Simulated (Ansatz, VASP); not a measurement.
**Two plane-wave programs on BN**

File INCAR:

```
SYSTEM = BN
ALGO = Normal ; EDIFF = 1E-6
ENCUT = 600 ; GGA_COMPAT = .False.
ISIF = 2 ; ISMEAR = 0
LASPH = .True. ; LCHARG = .False.
LREAL = .False. ; LWAVE = .False.
NBANDS = 11 ; NELM = 120
PREC = Accurate ; SIGMA = 0.1
```

Contents of KPOINTS:

```
k-points
0
Gamma
  8 8 8
  0 0 0
```

File POSCAR:

```
BN
1.0
    0.0000000000      1.8075000000      1.8075000000
    1.8075000000      0.0000000000      1.8075000000
    1.8075000000      1.8075000000      0.0000000000
B N
1 1
Direct
    0.0000000000      0.0000000000      0.0000000000
    0.2500000000      0.2500000000      0.2500000000
```

Input for Ansatz:

```yaml
crystal:
  lattice:
    - [0.0, 1.8075, 1.8075]
    - [1.8075, 0.0, 1.8075]
    - [1.8075, 1.8075, 0.0]
  atoms:
    - { symbol: B, position: [0.0, 0.0, 0.0] }
    - { symbol: "N", position: [0.25, 0.25, 0.25] }
basis:
  ecutwfc: 420
kpoints:
  mp_grid: { grid: [8, 8, 8] }
hamiltonian:
  xc: lda
scf:
  occupations: { method: gaussian, width: 0.1 }
output:
  forces: true
  stress: true
  eigenvalues: true
```

Alike in both runs: task single point; functional LDA; k mesh 8 × 8 × 8; occupations gaussian, width 0.1 eV; no spin polarisation.

```csv
,VASP,Ansatz
version,VASP 6.6.1,Ansatz 0.2.0
potentials or method,"VASP PAW LDA potentials, release 64 (B, N), cutoff 600 eV","scalar-relativistic, plane waves, PAW"
valence electrons in the cell,8,8
```

|  | VASP | Ansatz | Ansatz less VASP |
| --- | --- | --- | --- |
| gap on the k mesh at the Fermi level (eV) | 4.34 | 4.36 | +0.016 |
| least direct gap on the mesh (eV) | 8.68 | 8.70 | +0.013 |
| pressure (GPa) | -10.3 | -11.0 | -0.68 |

LDA's correlation is that of Perdew and Zunger in VASP and of Perdew and Wang (1992) in Ansatz.
